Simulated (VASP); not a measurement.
Input of a VASP 6.6.1 run:

File INCAR:

```
SYSTEM = Pt
  PREC = Accurate
  ENCUT = 500
  EDIFF = 1E-7
  ISMEAR = 0
  SIGMA = 0.05
  LREAL = .FALSE.
  LASPH = .TRUE.
  NELM = 120
  ALGO = Normal
  ISIF = 3
  LWAVE = .FALSE.
  LCHARG = .FALSE.
  GGA = PE
  IBRION = 2
  NSW = 80
  EDIFFG = -0.01
  PSTRESS = 450.0
  GGA_COMPAT = .FALSE.
  NELMIN = 4
```

The input KPOINTS:

```
Automatic mesh
0
G
  11 11 11
  0 0 0
```

The input POSCAR:

```
Pt
1.0
   -1.5550000000      1.5550000000      1.5550000000
    1.5550000000     -1.5550000000      1.5550000000
    1.5550000000      1.5550000000     -1.5550000000
Pt
1
Direct
    0.0000000000      0.0000000000      0.0000000000
```

Potentials or basis: VASP PAW PBE potentials, release 64 (Pt).

Command:

```console
$ cat potpaw_PBE.64/Pt/POTCAR > POTCAR
$ mpirun -np 1 vasp_std > vasp.out
```

Task: Estimate the relaxed cell.

Result: a = 2.621 Å, b = 2.621 Å, c = 2.621 Å, α = 109.47°, β = 109.47°, γ = 109.47°.

Task: Estimate the relaxed volume.

Result: 13.86 Å³/atom.

Task: What does it give for the space group after relaxing (to 0.1 Å)?

Result: Im-3m (No. 229).

Step by step:
```csv
step,energy change (eV),largest force (eV/Å),pressure (GPa),volume (Å³)
1,0.0000,0.0000,13.58,15.04
2,5.4347,0.0000,461.18,9.49
3,0.1570,0.0000,38.85,14.05
4,0.1849,0.0000,42.34,13.94
5,0.2072,0.0000,45.01,13.86
```

Caveat: the cell is relaxed towards a set pressure, so the run minimises the enthalpy, not the energy.
